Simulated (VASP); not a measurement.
Write the native input for VASP 6.6.1 that does the following.

| Item | Value |
| --- | --- |
| Task | single point |
| Functional | r2SCAN |
| Potentials or basis | VASP PAW PBE potentials, release 64 (K_sv, F) |
| Cutoff | 520 eV |
| k mesh | 8 × 8 × 8 |
| Occupations | gaussian, width 0.01 eV |
| Spin | no spin polarisation |
| Dipole correction | no |
| Further INCAR settings | ALGO = Normal; EDIFF = 1e-07; NBANDS = 15 |

KF:

```
CELL_PARAMETERS angstrom
0.00000 2.70204 2.70204
2.70204 0.00000 2.70204
2.70204 2.70204 0.00000
ATOMIC_POSITIONS crystal
K 0.00000 0.00000 0.00000
F 0.50000 0.50000 0.50000
```

This cell differs from its parent crystal: strain +1.6%.

One way to write it, as run:

POSCAR

```
KF
1.0
    0.0000000000      2.7020357406      2.7020357406
    2.7020357406      0.0000000000      2.7020357406
    2.7020357406      2.7020357406      0.0000000000
K F
1 1
Direct
    0.0000000000      0.0000000000      0.0000000000
    0.5000000000      0.5000000000      0.5000000000
```

INCAR.step1

```
SYSTEM = KF
PREC = Accurate
ENCUT = 520
ISMEAR = 0
SIGMA = 0.01
LREAL = .FALSE.
LASPH = .TRUE.
NELM = 80
NBANDS = 15
GGA = PE
ALGO = Normal
EDIFF = 1E-4
LWAVE = .TRUE.
LCHARG = .FALSE.
```

INCAR.step2

```
SYSTEM = KF
PREC = Accurate
ENCUT = 520
EDIFF = 1E-7
ISMEAR = 0
SIGMA = 0.01
LREAL = .FALSE.
LASPH = .TRUE.
NELM = 80
ALGO = Normal
ISIF = 2
LWAVE = .FALSE.
LCHARG = .TRUE.
METAGGA = R2SCAN
LMIXTAU = .TRUE.
LELF = .TRUE.
LVHAR = .TRUE.
NBANDS = 15
ISTART = 1
```

KPOINTS

```
regular mesh
0
G
  8 8 8
  0 0 0
```

Potentials or basis: VASP PAW PBE potentials, release 64 (K_sv, F).

The run is started by

```sh
$ cat potpaw_PBE.64/K_sv/POTCAR potpaw_PBE.64/F/POTCAR > POTCAR
$ cp INCAR.step1 INCAR
$ mpirun -np 1 vasp_std > vasp.out
$ cp INCAR.step2 INCAR
$ mpirun -np 1 vasp_std > vasp.out
```

Results of the run:

```
Pressure               : -1.6 GPa
Band gap on the k mesh : 6.65 eV
```

Caveat: the cell differs from its parent crystal (strain +1.6%); the PAW data sets were made with another functional, which shifts forces and pressure a little.

Run time: 63 s on 1 thread of Intel(R) Xeon(R) Platinum 8259CL CPU @ 2.50GHz (Skylake/Cascade Lake), with other jobs on the host, peak memory 0.17 GiB.
